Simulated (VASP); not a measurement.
# BN (zinc blende) (F-43m) in VASP: a series of runs, part 2 of 2

VASP 6.6.1.

### 5 Single point, PBEsol (volume scaled by 0.75)

INCAR

```
SYSTEM = BN
PREC     = Accurate       ! precision mode
ENCUT    = 600            ! plane-wave cutoff, eV
EDIFF    = 1E-6           ! SCF threshold, eV
ISMEAR   = 0              ! smearing method
SIGMA    = 0.01           ! smearing width, eV
LREAL    = .False.        ! projectors in reciprocal space
LASPH    = .True.         ! aspherical terms in the spheres
NELM     = 120            ! most SCF steps
ALGO     = Normal         ! electronic algorithm
ISIF     = 2              ! what is computed and relaxed
LWAVE    = .False.        ! write WAVECAR
LCHARG   = .False.        ! write CHGCAR
GGA      = PS             ! functional
NBANDS   = 11             ! bands
GGA_COMPAT= .False.
```

KPOINTS

```
regular mesh
0
Gamma
  10 10 10
  0 0 0
```

POSCAR

```
BN
1.0
    0.0000000000      1.6423135918      1.6423135918
    1.6423135918      0.0000000000      1.6423135918
    1.6423135918      1.6423135918      0.0000000000
B N
1 1
Direct
    0.0000000000      0.0000000000      0.0000000000
    0.2500000000      0.2500000000      0.2500000000
```

Potentials or basis: VASP PAW PBE potentials, release 64 (B, N).

Started as:

```
$ cat potpaw_PBE.64/B/POTCAR potpaw_PBE.64/N/POTCAR > POTCAR
$ mpirun -np 1 vasp_std > vasp.out
```

OUTCAR:

```text
SYSTEM = BN
   PREC = Accurate
   ENCUT = 600
   EDIFF = 1E-6
   ISMEAR = 0
   LREAL = .False.
   LASPH = .True.
   NELM = 120
   ISIF = 2
   GGA = PS

 ion  position               nearest neighbor table
   1  0.000  0.000  0.000-   2 1.42   2 1.42   2 1.42   2 1.42
   2  0.250  0.250  0.250-   1 1.42   1 1.42   1 1.42   1 1.42

  LATTYP: Found a face centered cubic cell.
 ALAT       =     3.2846271836

  Lattice vectors:

 A1 = (   0.0000000000,   1.6423135918,   1.6423135918)
 A2 = (   1.6423135918,   0.0000000000,   1.6423135918)
 A3 = (   1.6423135918,   1.6423135918,   0.0000000000)

Analysis of symmetry for initial positions (statically):
=====================================================================
 Subroutine PRICEL returns:
 Original cell was already a primitive cell.

 Routine SETGRP: Setting up the symmetry group for a
 face centered cubic supercell.

 Subroutine GETGRP returns: Found 24 space group operations
 (whereof 24 operations were pure point group operations)
 out of a pool of 48 trial point group operations.

The static configuration has the point symmetry T_d .

Analysis of symmetry for dynamics (positions and initial velocities):
[... 166 lines left out ...]
 k-point     1 :       0.0000    0.0000    0.0000
  band No.  band energies     occupation
      1     -12.5727      2.00000
      2      11.3462      2.00000
      3      11.3462      2.00000
      4      11.3462      2.00000
      5      21.4618      0.00000
      6      21.4618      0.00000
      7      21.4618      0.00000
      8      26.6680      0.00000
      9      41.5783      0.00000
     10      42.8338      0.00000
     11      42.8338      0.00000
[... 309 lines left out ...]
 k-point    24 :       0.4000    0.3000    0.0000
  band No.  band energies     occupation
      1      -7.7128      2.00000
      2       3.2599      2.00000
      3       5.3949      2.00000
      4       5.8621      2.00000
      5      18.0795      0.00000
      6      23.5136      0.00000
      7      30.6262      0.00000
      8      30.9090      0.00000
      9      36.0022      0.00000
     10      45.1728      0.00000
     11      48.1636      0.00000

 [... further k-points ...]
[... 5 lines left out ...]
  --------------------------------------------------------------------------------------
  -------------------------------------------------------------------------------------
  Total        9.9546217      9.9546217      9.9546217     -0.0000000     -0.0000000      0.0000000
  in kB     1800.2676862   1800.2676862   1800.2676862     -0.0000000     -0.0000000      0.0000000
  external PRESSURE =    1800.2676862 kB  Pullay stress =       0.0000000 kB

 VOLUME and BASIS-vectors are now :
 -----------------------------------------------------------------------------
  energy-cutoff  :      600.00
  volume of cell :        8.86
      direct lattice vectors                 reciprocal lattice vectors
     0.000000000  1.642313592  1.642313592    -0.304448555  0.304448555  0.304448555
     1.642313592  0.000000000  1.642313592     0.304448555 -0.304448555  0.304448555
     1.642313592  1.642313592  0.000000000     0.304448555  0.304448555 -0.304448555

 POSITION                                       TOTAL-FORCE (eV/Angst)
 -----------------------------------------------------------------------------------
      0.00000      0.00000      0.00000        -0.000000     -0.000000     -0.000000
      0.82116      0.82116      0.82116         0.000000      0.000000      0.000000
 -----------------------------------------------------------------------------------
    total drift:                                0.000000      0.000000     -0.000000

  FREE ENERGIE OF THE ION-ELECTRON SYSTEM (eV)
  ---------------------------------------------------
  free  energy   TOTEN  =       -17.0391445090 eV

  energy  without entropy=      -17.0391445090  energy(sigma->0) =      -17.03914451
```

OSZICAR:

```text
N       E                     dE             d eps       ncg     rms          rms(c)
DAV:   1     0.189680118669E+02    0.18968E+02   -0.56698E+03  1058   0.832E+02
DAV:   2    -0.180052988975E+02   -0.36973E+02   -0.36121E+02  1226   0.213E+02
DAV:   3    -0.185826215987E+02   -0.57732E+00   -0.57595E+00  1223   0.213E+01
DAV:   4    -0.185831902597E+02   -0.56866E-03   -0.56864E-03  1133   0.741E-01
DAV:   5    -0.185831905795E+02   -0.31979E-06   -0.31980E-06  1214   0.183E-02    0.860E+00
DAV:   6    -0.172755551402E+02    0.13076E+01   -0.25929E+00  1117   0.112E+01    0.447E+00
DAV:   7    -0.170644418565E+02    0.21111E+00   -0.32023E-01  1218   0.443E+00    0.229E+00
DAV:   8    -0.170390801735E+02    0.25362E-01   -0.44135E-02  1193   0.157E+00    0.364E-01
DAV:   9    -0.170391370595E+02   -0.56886E-04   -0.65520E-04  1130   0.275E-01    0.107E-01
DAV:  10    -0.170391435145E+02   -0.64550E-05   -0.44758E-05  1151   0.594E-02    0.169E-02
DAV:  11    -0.170391445090E+02   -0.99446E-06   -0.16588E-06  1187   0.113E-02
   1 F= -.17039145E+02 E0= -.17039145E+02  d E =0.000000E+00
```

stdout:

```text
POSCAR found type information on POSCAR B N
 POSCAR found :  2 types and       2 ions
 scaLAPACK will be used
 -----------------------------------------------------------------------------
|                                                                             |
|                                                                             |
|     You enforced a specific xc type in the INCAR file but a different       |
|     I HOPE YOU KNOW WHAT YOU ARE DOING!                                     |
|                                                                             |
 -----------------------------------------------------------------------------

 LDA part: xc-table for (Slater+PW92), standard interpolation
 POSCAR, INCAR and KPOINTS ok, starting setup
 FFT: planning ... GRIDC
 FFT: planning ... GRID_SOFT
 FFT: planning ... GRID
 WAVECAR not read
 entering main loop
```

Run time: 4.6 s. Hardware: 1 thread of Intel Xeon 6975P-C, shared host; peak memory 0.12 GiB.

What came out:

```yaml
Free_energy: -17.0391 eV
Pressure: 180.0 GPa
Band_gap_on_the_k_mesh: 4.53 eV, indirect (least direct gap 10.12 eV)
```

Levels at points of the mesh, in eV from the valence-band top:
```csv
k point,band 1,band 2,band 3,band 4,band 5,band 6,band 7,band 8
"(0.00, 0.00, 0.00)",-23.92,0.00,0.00,0.00,10.12,10.12,10.12,15.32
"(0.50, 0.00, 0.00)",-18.17,-13.73,-2.57,-2.57,12.16,12.16,14.15,17.98
"(0.50, 0.50, 0.00)",-16.37,-11.11,-6.56,-6.56,4.53,10.66,22.71,22.71
```

Caveat: the PAW data sets were made with another functional, which shifts forces and pressure a little.

### 6 Single point, PBEsol (volume scaled by 0.92)

INCAR

```
  ALGO = Normal
  EDIFF = 1E-6
  ENCUT = 600
  GGA = PS
  GGA_COMPAT = False
  ISIF = 2
  ISMEAR = 0
  LASPH = True
  LCHARG = False
  LREAL = False
  LWAVE = False
  NBANDS = 11
  NELM = 120
  PREC = Accurate
  SIGMA = 0.01
```

KPOINTS

```
k-points
0
Gamma
  10 10 10
```

POSCAR

```
BN
1.0
    0.0000000000      1.7580515623      1.7580515623
    1.7580515623      0.0000000000      1.7580515623
    1.7580515623      1.7580515623      0.0000000000
B N
1 1
Direct
    0.0000000000      0.0000000000      0.0000000000
    0.2500000000      0.2500000000      0.2500000000
```

Potentials or basis: VASP PAW PBE potentials, release 64 (B, N).

Started as:

```
$ cat potpaw_PBE.64/B/POTCAR potpaw_PBE.64/N/POTCAR > POTCAR
$ mpirun -np 1 vasp_std > vasp.out
```

OUTCAR:

```text
EDIFF = 1E-6
   ENCUT = 600
   GGA = PS
   ISIF = 2
   ISMEAR = 0
   LASPH = True
   LREAL = False
   NELM = 120
   PREC = Accurate

 ion  position               nearest neighbor table
   1  0.000  0.000  0.000-   2 1.52   2 1.52   2 1.52   2 1.52
   2  0.250  0.250  0.250-   1 1.52   1 1.52   1 1.52   1 1.52

  LATTYP: Found a face centered cubic cell.
 ALAT       =     3.5161031246

  Lattice vectors:

 A1 = (   0.0000000000,   1.7580515623,   1.7580515623)
 A2 = (   1.7580515623,   0.0000000000,   1.7580515623)
 A3 = (   1.7580515623,   1.7580515623,   0.0000000000)

Analysis of symmetry for initial positions (statically):
=====================================================================
 Subroutine PRICEL returns:
 Original cell was already a primitive cell.

 Routine SETGRP: Setting up the symmetry group for a
 face centered cubic supercell.

 Subroutine GETGRP returns: Found 24 space group operations
 (whereof 24 operations were pure point group operations)
 out of a pool of 48 trial point group operations.

The static configuration has the point symmetry T_d .

Analysis of symmetry for dynamics (positions and initial velocities):
=====================================================================
 Subroutine PRICEL returns:
 Original cell was already a primitive cell.

 Routine SETGRP: Setting up the symmetry group for a
 face centered cubic supercell.

 Subroutine GETGRP returns: Found 24 space group operations
 (whereof 24 operations were pure point group operations)
 out of a pool of 48 trial point group operations.

The dynamic configuration has the point symmetry T_d .

 Subroutine INISYM returns: Found 24 space group operations
 (whereof 24 operations are pure point group operations),
 and found     1 'primitive' translations

----------------------------------------------------------------------------------------

                                     Primitive cell

  volume of cell :      10.8674

  direct lattice vectors                    reciprocal lattice vectors
     0.000000000  1.758051562  1.758051562    -0.284405765  0.284405765  0.284405765
     1.758051562  0.000000000  1.758051562     0.284405765 -0.284405765  0.284405765
     1.758051562  1.758051562  0.000000000     0.284405765  0.284405765 -0.284405765

  length of vectors
     2.486260363  2.486260363  2.486260363     0.492605235  0.492605235  0.492605235

  position of ions in fractional coordinates (direct lattice)
     0.000000000  0.000000000  0.000000000
     0.250000000  0.250000000  0.250000000

  ion indices of the primitive-cell ions
   primitive index   ion index
                 1           1
                 2           2

----------------------------------------------------------------------------------------

 KPOINTS: k-points

Automatic generation of k-mesh.
 Grid dimensions read from file:
 generate k-points for:   10   10   10

 Generating k-lattice:

  Cartesian coordinates                     Fractional coordinates (reciprocal lattice)
    -0.028440577  0.028440577  0.028440577     0.100000000  0.000000000  0.000000000
     0.028440577 -0.028440577  0.028440577     0.000000000  0.100000000  0.000000000
     0.028440577  0.028440577 -0.028440577     0.000000000  0.000000000  0.100000000

  Length of vectors
     0.049260524  0.049260524  0.049260524

  Shift w.r.t. Gamma in fractional coordinates (k-lattice)
     0.000000000  0.000000000  0.000000000

 Subroutine IBZKPT returns following result:
 ===========================================

 Found     47 irreducible k-points:

 Following reciprocal coordinates:
            Coordinates               Weight
  0.000000  0.000000  0.000000      1.000000
  0.100000  0.000000  0.000000      8.000000
  0.200000  0.000000  0.000000      8.000000
  0.300000  0.000000  0.000000      8.000000
  0.400000  0.000000  0.000000      8.000000
  0.500000  0.000000  0.000000      4.000000
[... 16 lines left out ...]
  0.300000  0.300000  0.000000      6.000000
  0.400000  0.300000  0.000000     24.000000
 [... further k-points ...]
   k-points           NKPTS =     47   k-points in BZ     NKDIM =     47   number of bands    NBANDS=     11
   number of dos      NEDOS =    301   number of ions     NIONS =      2
   total plane-waves  NPLWV =   8000
   dimension x,y,z NGX =    20 NGY =   20 NGZ =   20
   dimension x,y,z NGXF=    40 NGYF=   40 NGZF=   40
   ions per type =               1   1
   NGX,Y,Z   is equivalent  to a cutoff of  13.37, 13.37, 13.37 a.u.
   NGXF,Y,Z  is equivalent  to a cutoff of  26.75, 26.75, 26.75 a.u.
 SYSTEM =  unknown system
   PREC   = accura    normal or accurate (medium, high low for compatibility)
   ISTART =      0    job   : 0-new  1-cont  2-samecut
   ICHARG =      2    charge: 1-file 2-atom 10-const
   ISPIN  =      1    spin polarized calculation?
   LNONCOLLINEAR =      F non collinear calculations
   LSORBIT =      F    spin-orbit coupling
   LASPH  =      T    aspherical Exc in radial PAW
   ENCUT  =  600.0 eV  44.10 Ry    6.64 a.u.   4.97  4.97  4.97*2*pi/ulx,y,z
   NELM   =    120;   NELMIN=  2; NELMDL= -5     # of ELM steps
   EDIFF  = 0.1E-05   stopping-criterion for ELM
   LREAL  =      F    real-space projection
   EDIFFG = 0.1E-04   stopping-criterion for IOM
   NSW    =      0    number of steps for IOM
   IBRION =     -1    ionic relax: 0-MD 1-quasi-New 2-CG
   NFREE  =      0    steps in history (QN), initial steepest desc. (CG)
   ISIF   =      2    stress and relaxation
   ISYM   =      2    0-nonsym 1-usesym 2-fastsym
   POTIM  = 0.5000    time-step for ionic-motion
   TEBEG  =    0.0;   TEEND  =   0.0 temperature during run
   PSTRESS=    0.0 pullay stress
   NELECT =       8.0000    total number of electrons
   NUPDOWN=      -1.0000    fix difference up-down
   EMIN   =  10.00;   EMAX   =-10.00  energy-range for DOS
   EFERMI =   0.00;   METHOD = LEGACY
   ISMEAR =     0;   SIGMA  =   0.01  broadening in eV -4-tet -1-fermi 0-gaus
   EFERMI_NEDOS =   21; number of points for ismear=-14 and -15
   IALGO  =     38    algorithm
   IMIX   =      4    mixing-type and parameters
     AMIX     =   0.40;   BMIX     =  1.00
     AMIX_MAG =   1.60;   BMIX_MAG =  1.00
  volume/ion in A,a.u.               =       5.43        36.67
  Fermi-wavevector in a.u.,A,eV,Ry     =   1.478189  2.793372 29.729300  2.185042
  Thomas-Fermi vector in A             =   2.592500
   LORBIT       =      0    0 simple, 1 ext, 2 COOP (PROOUT), +10 PAW based schemes
   GGA     = PS    functional components
   LHFCALC =     F    Hartree Fock is set to
   AEXX    =    0.0000 exact exchange contribution
   IVDW    =     0    specifies the selected vdW correction
   LEPSILON=     F    determine dielectric tensor
   LRPA    =     F    only Hartree local field effects (RPA)
 non-spin polarized calculation
 Gauss-broadening in eV      SIGMA  =   0.01
  energy-cutoff  :      600.00
  volume of cell :       10.87
 maximum number of plane-waves:       372
   NGX =  9   NGY =  9   NGZ =  9

 number of electron       8.0000000 magnetization

 Free energy of the ion-electron system (eV)
  ---------------------------------------------------
  ext. energy  EPLUGINS =         0.00000000
  ---------------------------------------------------
  free energy    TOTEN  =       -18.26151550 eV

  energy without entropy =      -18.26151550  energy(sigma->0) =      -18.26151550

 E-fermi :   8.5527     XC(G=0): -13.4273

 val. band max:        8.4234952526   @ k =   0.0000   0.0000   0.0000
 cond. band min:      12.7827053521   @ k =   0.5000   0.5000   0.0000
 fundamental gap:      4.3592100995
 Fermi energy:         8.5526742016

 k-point     1 :       0.0000    0.0000    0.0000
  band No.  band energies     occupation
      1     -12.8105      2.00000
      2       8.4235      2.00000
      3       8.4235      2.00000
      4       8.4235      2.00000
      5      17.5757      0.00000
      6      17.5757      0.00000
      7      17.5757      0.00000
      8      20.0680      0.00000
      9      34.5246      0.00000
     10      37.1545      0.00000
     11      37.1545      0.00000
[... 309 lines left out ...]
 k-point    24 :       0.4000    0.3000    0.0000
  band No.  band energies     occupation
      1      -8.7081      2.00000
      2       1.2861      2.00000
      3       3.4988      2.00000
      4       3.9571      2.00000
      5      14.6020      0.00000
      6      19.4357      0.00000
      7      24.9687      0.00000
      8      24.9793      0.00000
      9      29.2978      0.00000
     10      37.2022      0.00000
     11      41.4841      0.00000

 [... further k-points ...]

------------------------ aborting loop because EDIFF is reached ----------------------------------------

  FORCE on cell =-STRESS in cart. coord.  units (eV):
  Direction    XX          YY          ZZ          XY          YZ          ZX
  --------------------------------------------------------------------------------------
  -------------------------------------------------------------------------------------
  Total        2.3064691      2.3064691      2.3064691     -0.0000000      0.0000000      0.0000000
  in kB      340.0426643    340.0426643    340.0426643     -0.0000000      0.0000000      0.0000000
  external PRESSURE =     340.0426643 kB  Pullay stress =       0.0000000 kB

 VOLUME and BASIS-vectors are now :
 -----------------------------------------------------------------------------
  energy-cutoff  :      600.00
  volume of cell :       10.87
      direct lattice vectors                 reciprocal lattice vectors
     0.000000000  1.758051562  1.758051562    -0.284405765  0.284405765  0.284405765
     1.758051562  0.000000000  1.758051562     0.284405765 -0.284405765  0.284405765
     1.758051562  1.758051562  0.000000000     0.284405765  0.284405765 -0.284405765

 POSITION                                       TOTAL-FORCE (eV/Angst)
 -----------------------------------------------------------------------------------
      0.00000      0.00000      0.00000         0.000000      0.000000      0.000000
      0.87903      0.87903      0.87903        -0.000000     -0.000000     -0.000000
 -----------------------------------------------------------------------------------
    total drift:                                0.000000      0.000000      0.000000

  FREE ENERGIE OF THE ION-ELECTRON SYSTEM (eV)
  ---------------------------------------------------
  free  energy   TOTEN  =       -18.2615155005 eV

  energy  without entropy=      -18.2615155005  energy(sigma->0) =      -18.26151550
```

OSZICAR:

```text
N       E                     dE             d eps       ncg     rms          rms(c)
DAV:   1     0.168269390408E+02    0.16827E+02   -0.56323E+03  1050   0.829E+02
DAV:   2    -0.187127340550E+02   -0.35540E+02   -0.34348E+02  1194   0.203E+02
DAV:   3    -0.193494000285E+02   -0.63667E+00   -0.63562E+00  1278   0.228E+01
DAV:   4    -0.193501399565E+02   -0.73993E-03   -0.73991E-03  1115   0.840E-01
DAV:   5    -0.193501405267E+02   -0.57010E-06   -0.57012E-06  1214   0.243E-02    0.705E+00
DAV:   6    -0.183967362965E+02    0.95340E+00   -0.26090E+00  1112   0.102E+01    0.354E+00
DAV:   7    -0.182838279528E+02    0.11291E+00   -0.14346E-01  1183   0.298E+00    0.197E+00
DAV:   8    -0.182614750612E+02    0.22353E-01   -0.36622E-02  1178   0.135E+00    0.227E-01
DAV:   9    -0.182614984663E+02   -0.23405E-04   -0.76108E-04  1112   0.257E-01    0.879E-02
DAV:  10    -0.182615139224E+02   -0.15456E-04   -0.57680E-05  1174   0.716E-02    0.143E-02
DAV:  11    -0.182615154784E+02   -0.15560E-05   -0.33319E-06  1159   0.146E-02    0.843E-03
DAV:  12    -0.182615155005E+02   -0.22044E-07   -0.80090E-07   562   0.655E-03
   1 F= -.18261516E+02 E0= -.18261516E+02  d E =-.570668E-77
```

Wall time 4.9 s (1 thread of Intel Xeon 6975P-C, shared host); peak memory 0.12 GiB.

What came out:

| Item | Value |
| --- | --- |
| Free energy | -18.2615 eV |
| Pressure | 34.0 GPa |
| Band gap on the k mesh | 4.36 eV, indirect (least direct gap 9.15 eV) |

Caveat: the PAW data sets were made with another functional, which shifts forces and pressure a little.

### 7 Overview

| cell | cutoff (eV) | gap on the mesh (eV) | pressure (GPa) |
| --- | --- | --- | --- |
| a = 2.403 Å, angles 60.0°, 2 atoms | 520 | 4.45 | 95.5 |
| a = 2.373 Å, angles 60.0°, 2 atoms | 600 | 4.48 | 123.6 |
| a = 2.344 Å, angles 60.0°, 2 atoms | 600 | 4.51 | 154.5 |
| a = 2.323 Å, angles 60.0°, 2 atoms | 600 | 4.53 | 180.0 |
| a = 2.486 Å, angles 60.0°, 2 atoms | 600 | 4.36 | 34.0 |

Alike in all rows: task single point; level PBEsol; potentials or basis VASP PAW PBE potentials, release 64 (B, N); no spin polarisation; k mesh 10 × 10 × 10; smearing gaussian 0.01 eV.

Caveats: the PAW data sets were made with another functional, which shifts forces and pressure a little.

Total energies depend on the potentials used, so only differences within one code and one set of settings carry meaning.
